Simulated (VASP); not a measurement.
# Mo3HS6 in VASP: a series of runs, part 2 of 2

VASP 6.6.1. Earlier steps stand in the parts before.

## 3. Single point, PBEsol

The input, INCAR:

```
ALGO = Normal
DIPOL = 0.5 0.5 0.483
EDIFF = 1E-6
ENCUT = 520
GGA = PS
IDIPOL = 3
ISIF = 2
ISMEAR = 0
LASPH = True
LCHARG = False
LDIPOL = True
LREAL = False
LWAVE = False
NBANDS = 50
NELM = 100
PREC = Accurate
SIGMA = 0.1
```

The input, KPOINTS:

```
k-points
0
Gamma
  10 5 1
```

The input, POSCAR:

```
Mo3HS6
1.0
    3.1204068985      0.0000000000      0.0000000000
   -1.5602034492      6.1523257957      0.0000000000
    0.0000000000      0.0000000000     25.6597815141
S Mo H
6 3 1
Direct
    0.8927216587      0.7854433174      0.3312576919
    0.1715891272      0.3431782543      0.3824398182
    0.4248770516      0.8497541032      0.4354374436
    0.7047428115      0.4094654124      0.4861970894
    0.9628665561      0.9257405526      0.5411345583
    0.1730160878      0.3460381128      0.6172031673
    0.5321553930      0.0643107859      0.3568487551
    0.0634283179      0.1268429315      0.4560351157
    0.6028601598      0.2057221030      0.5588565878
    0.3396827545      1.1793714461      0.6664526403
```

Potentials or basis: VASP PAW PBE potentials, release 64 (S, Mo_sv, H).

Launch:

```sh
$ cat potpaw_PBE.64/S/POTCAR potpaw_PBE.64/Mo_sv/POTCAR potpaw_PBE.64/H/POTCAR > POTCAR
$ mpirun -np 1 vasp_std > vasp.out
```

OUTCAR:

```text
EDIFF = 1E-6
   ENCUT = 520
   GGA = PS
   ISIF = 2
   ISMEAR = 0
   LASPH = True
   LREAL = False
   NELM = 100
   PREC = Accurate

 ion  position               nearest neighbor table
   1  0.893  0.785  0.331-   7 2.41   7 2.41
   2  0.172  0.343  0.382-   8 2.31   7 2.41   7 2.41
   3  0.425  0.850  0.435-   8 2.37   8 2.37   7 2.41
   4  0.705  0.409  0.486-   9 2.25   8 2.46   8 2.46
   5  0.963  0.926  0.541-   9 2.37   9 2.37   8 2.51
   6  0.173  0.346  0.617-  10 1.80   9 2.33   9 2.33
   7  0.532  0.064  0.357-   3 2.41   2 2.41   2 2.41   1 2.41   1 2.41   8 3.01   8 3.01
   8  0.063  0.127  0.456-   2 2.31   3 2.37   3 2.37   4 2.46   4 2.46   5 2.51   7 3.01   7 3.01
                             9 3.10   9 3.10
   9  0.603  0.206  0.559-   4 2.25   6 2.33   6 2.33   5 2.37   5 2.37   8 3.10   8 3.10
  10  0.340  0.179  0.666-   6 1.80

  LATTYP: Found a base centered orthorhombic cell.
 ALAT       =     3.1204068985
 B/A-ratio  =     3.9432843189
 C/A-ratio  =     8.2232165063

  Lattice vectors:

 A1 = (   1.5602034492,  -6.1523257957,   0.0000000000)
 A2 = (   1.5602034493,   6.1523257957,   0.0000000000)
[... 1499 lines left out ...]
------------------------ aborting loop because EDIFF is reached ----------------------------------------

 vacuum level on the upper side and lower side of the slab       (xc-potential included)        -0.473         0.100

  FORCE on cell =-STRESS in cart. coord.  units (eV):
  Direction    XX          YY          ZZ          XY          YZ          ZX
  --------------------------------------------------------------------------------------
  -------------------------------------------------------------------------------------
  Total       -1.9963075     -1.8643239     -3.8566206      0.8223179      2.7748513     -1.8085764
  in kB       -6.4928371     -6.0635708    -12.5433630      2.6745259      9.0249912     -5.8822561
  external PRESSURE =      -8.3665903 kB  Pullay stress =       0.0000000 kB

 VOLUME and BASIS-vectors are now :
 -----------------------------------------------------------------------------
  energy-cutoff  :      520.00
  volume of cell :      492.61
      direct lattice vectors                 reciprocal lattice vectors
     3.120406899  0.000000000  0.000000000     0.320471026  0.081270078  0.000000000
    -1.560203449  6.152325796  0.000000000     0.000000000  0.162540157  0.000000000
     0.000000000  0.000000000 25.659781514     0.000000000  0.000000000  0.038971493

 POSITION                                       TOTAL-FORCE (eV/Angst)
 -----------------------------------------------------------------------------------
      1.56020      4.83230      8.50000         0.018445      1.523738     -0.546231
      0.00000      2.11134      9.81332        -0.001546      0.842624     -1.225169
      0.00000      5.22796     11.17323        -0.006341      0.295333     -1.174857
      1.56023      2.51916     12.47571         0.143325      0.047329     -0.094110
      1.56019      5.69546     13.88539         0.106165      0.166169      0.019744
     -0.00001      2.12894     15.83730         0.838246     -0.683523      2.367001
      1.56020      0.39566      9.15666         0.036053     -2.801445      2.806356
      0.00002      0.78038     11.70176         0.037297      0.116877      0.106188
      1.56020      1.26567     14.34014        -0.308845     -0.737871     -0.404250
      0.78009      1.10355     17.10103        -0.862801      1.230767     -1.854673
 -----------------------------------------------------------------------------------
    total drift:                                0.000290      0.000185     -0.000255

  FREE ENERGIE OF THE ION-ELECTRON SYSTEM (eV)
  ---------------------------------------------------
  free  energy   TOTEN  =       -67.9544992968 eV

  energy  without entropy=      -67.9395914766  energy(sigma->0) =      -67.94704539

 vacuum level on the upper side and lower side of the slab         3.614         4.200
```

Run time: 12 min. Hardware: 1 thread of Intel Xeon 6975P-C (Granite Rapids), shared host; peak memory 0.79 GiB.

What came out:

```yaml
Free_energy: -67.9545 eV
Largest_force: 3.965 eV/Å
Band_gap_on_the_k_mesh: zero (an odd number of electrons rules out a gap without spin polarisation)
```

Forces in eV/Å, atoms in the order of the input:
```
S    0.018  1.524 -0.546
S   -0.002  0.843 -1.225
S   -0.006  0.295 -1.175
S    0.143  0.047 -0.094
S    0.106  0.166  0.020
S    0.838 -0.684  2.367
Mo   0.036 -2.801  2.806
Mo   0.037  0.117  0.106
Mo  -0.309 -0.738 -0.404
H   -0.863  1.231 -1.855
```

Levels at points of the mesh, in eV from the Fermi level:
```csv
k point,band 36,band 37,band 38,band 39,band 40,band 41,band 42,band 43
"(0.00, 0.00, 0.00)",-1.37,-1.17,-0.94,-0.91,-0.47,0.12,0.16,1.03
"(0.50, 0.00, 0.00)",-2.03,-1.76,-0.67,-0.14,0.38,0.40,1.08,1.52
```

Caveat: the PAW data sets were made with another functional, which shifts forces and pressure a little.

## 4. Single point, PBEsol

The input, INCAR:

```
PREC = Accurate
ENCUT = 520
EDIFF = 1E-6
ISMEAR = 0
SIGMA = 0.1
LREAL = False
LASPH = True
NELM = 80
ALGO = Normal
ISIF = 2
LWAVE = False
LCHARG = True
LDIPOL = True
IDIPOL = 3
DIPOL = 0.5 0.5 0.468
GGA = PS
LELF = True
LVHAR = True
LVACPOTAV = True
NBANDS = 50
```

The input, KPOINTS:

```
regular mesh
0
Gamma
  10 5 1
```

Changes to POSCAR since step 3:

```diff
@@ -17,2 +17,2 @@
     0.6028601598      0.2057221030      0.5588565878
-    0.3396827545      1.1793714461      0.6664526403
+    0.6730160878      0.6793714461      0.5174230411
```

Launch:

```sh
$ cat potpaw_PBE.64/S/POTCAR potpaw_PBE.64/Mo_sv/POTCAR potpaw_PBE.64/H/POTCAR > POTCAR
$ mpirun -np 1 vasp_std > vasp.out
```

Wall time 12 min (1 thread of Intel Xeon 6975P-C (Granite Rapids), shared host); peak memory 0.79 GiB.

It converged, with:

```
Free energy            : -68.3111 eV
Largest force          : 3.886 eV/Å
Band gap on the k mesh : zero (an odd number of electrons rules out a gap without spin polarisation)
```

Forces in eV/Å, atoms in the order of the input:
```
S    0.056  1.572 -0.563
S   -0.015  0.836 -1.427
S   -0.065  0.386 -1.217
S   -0.485  1.149  0.334
S   -0.579 -0.791 -0.328
S   -0.021  0.037 -0.116
Mo  -0.039 -2.734  2.761
Mo   0.289 -0.315  0.413
Mo   0.368 -0.359  0.141
H    0.491  0.219  0.002
```

Levels at points of the mesh, in eV from the Fermi level:
| k point | band 37 | band 38 | band 39 | band 40 | band 41 | band 42 | band 43 | band 44 |
| --- | --- | --- | --- | --- | --- | --- | --- | --- |
| (0.00, 0.00, 0.00) | -1.12 | -0.97 | -0.91 | -0.48 | 0.12 | 0.85 | 1.07 | 1.31 |
| (0.50, 0.00, 0.00) | -1.48 | -0.77 | -0.07 | 0.35 | 0.53 | 0.99 | 1.29 | 1.68 |

Caveat: the PAW data sets were made with another functional, which shifts forces and pressure a little.

## 5. Single point, PBEsol

The input, INCAR:

```
PREC     = Accurate       # precision mode
ENCUT    = 520            # plane-wave cutoff, eV
EDIFF    = 1E-6           # SCF threshold, eV
ISMEAR   = 0              # smearing method
SIGMA    = 0.1            # smearing width, eV
LREAL    = False          # projectors in reciprocal space
LASPH    = True           # aspherical terms in the spheres
NELM     = 60             # most SCF steps
ALGO     = Normal         # electronic algorithm
ISIF     = 2              # what is computed and relaxed
LWAVE    = False          # write WAVECAR
LCHARG   = False          # write CHGCAR
LDIPOL   = True         
IDIPOL   = 3            
DIPOL    = 0.5 0.5 0.482
GGA      = PS             # functional
NBANDS   = 50             # bands
```

KPOINTS is that of step 4.

Changes to POSCAR since step 4:

```diff
@@ -17,2 +17,2 @@
     0.6028601598      0.2057221030      0.5588565878
-    0.6730160878      0.6793714461      0.5174230411
+    0.1730160878      1.1793714461      0.6517177662
```

Launch:

```sh
$ cat potpaw_PBE.64/S/POTCAR potpaw_PBE.64/Mo_sv/POTCAR potpaw_PBE.64/H/POTCAR > POTCAR
$ mpirun -np 1 vasp_std > vasp.out
```

Run time: 11 min. Hardware: 1 thread of Intel Xeon 6975P-C (Granite Rapids), shared host; peak memory 0.8 GiB.

The run converged. Its results:

```
Free energy            : -68.7859 eV
Largest force          : 4.056 eV/Å
Band gap on the k mesh : zero (an odd number of electrons rules out a gap without spin polarisation)
```

Forces on the atoms (eV/Å):
```
S    0.006  1.613 -0.576
S    0.009  0.862 -1.258
S   -0.017  0.309 -1.263
S    0.082  0.047 -0.095
S    0.064  0.226  0.219
S   -0.005  0.510  1.590
Mo   0.033 -2.973  2.758
Mo  -0.012  0.170  0.485
Mo  -0.125 -0.913 -1.824
H   -0.034  0.150 -0.035
```

Levels at points of the mesh, in eV from the Fermi level:
| k point | band 35 | band 36 | band 37 | band 38 | band 39 | band 40 | band 41 | band 42 | band 43 | band 44 |
| --- | --- | --- | --- | --- | --- | --- | --- | --- | --- | --- |
| (0.00, 0.00, 0.00) | -1.70 | -1.45 | -1.36 | -1.15 | -1.00 | -0.56 | 0.10 | 0.13 | 0.99 | 1.28 |
| (0.50, 0.00, 0.00) | -2.90 | -2.19 | -1.88 | -0.74 | 0.03 | 0.15 | 0.27 | 1.11 | 1.42 | 1.68 |

Caveat: the PAW data sets were made with another functional, which shifts forces and pressure a little.

## 6. Single point, PBEsol

The input, INCAR:

```
SYSTEM = Mo3HS6
PREC = Accurate
ENCUT = 520
EDIFF = 1E-6
ISMEAR = 0
SIGMA = 0.1
LREAL = .False.
LASPH = .True.
NELM = 60
ALGO = Normal
ISIF = 2
LWAVE = .False.
LCHARG = .False.
LDIPOL = .True.
IDIPOL = 3
DIPOL = 0.5 0.5 0.483
GGA = PS
NBANDS = 50
```

The input, KPOINTS:

```
Automatic mesh
0
Gamma
  10 5 1
  0 0 0
```

Changes to POSCAR since step 5:

```diff
@@ -17,2 +17,2 @@
     0.6028601598      0.2057221030      0.5588565878
-    0.1730160878      1.1793714461      0.6517177662
+    0.3396827545      0.3460381128      0.6670343352
```

Potentials or basis: VASP PAW PBE potentials, release 64 (S, Mo_sv, H).

Launch:

```sh
$ cat potpaw_PBE.64/S/POTCAR potpaw_PBE.64/Mo_sv/POTCAR potpaw_PBE.64/H/POTCAR > POTCAR
$ mpirun -np 1 vasp_std > vasp.out
```

Run time: 12 min. Hardware: 1 thread of Intel Xeon 6975P-C (Granite Rapids), shared host; peak memory 0.8 GiB.

The run converged. Its results:

```yaml
Free_energy: -68.5959 eV
Largest_force: 4.033 eV/Å
Band_gap_on_the_k_mesh: zero (an odd number of electrons rules out a gap without spin polarisation)
```

Forces on the atoms (eV/Å):
```
S    0.026  1.641 -0.582
S   -0.035  0.884 -1.328
S    0.022  0.323 -1.230
S    0.093  0.072 -0.058
S    0.204  0.232  0.070
S    0.636  0.540  0.458
Mo   0.000 -2.978  2.719
Mo   0.144  0.053  0.673
Mo  -0.858 -0.572 -0.678
H   -0.232 -0.196 -0.044
```

Levels at points of the mesh, in eV from the Fermi level:
```csv
k point,band 37,band 38,band 39,band 40,band 41,band 42
"(0.00, 0.00, 0.00)",-1.40,-1.28,-1.01,-0.57,0.10,0.39
"(0.50, 0.00, 0.00)",-1.86,-0.73,0.01,0.17,0.29,0.94
```

Caveat: the PAW data sets were made with another functional, which shifts forces and pressure a little.

## 7. The runs side by side

```tsv
cell	gap on the mesh (eV)	largest force (eV/Å)
as given, atomic positions A	none	4.00
as given, atomic positions B	none	3.97
as given, atomic positions C	none	3.89
as given, atomic positions D	none	4.06
as given, atomic positions E	none	4.03
```

Alike in all rows: task single point; level PBEsol; potentials or basis VASP PAW PBE potentials, release 64 (S, Mo_sv, H); no spin polarisation; k mesh 10 × 5 × 1; cutoff (eV) 520; smearing gaussian 0.1 eV.

Caveats: the PAW data sets were made with another functional, which shifts forces and pressure a little.

Absolute energies hang on the potentials; compare differences alone.
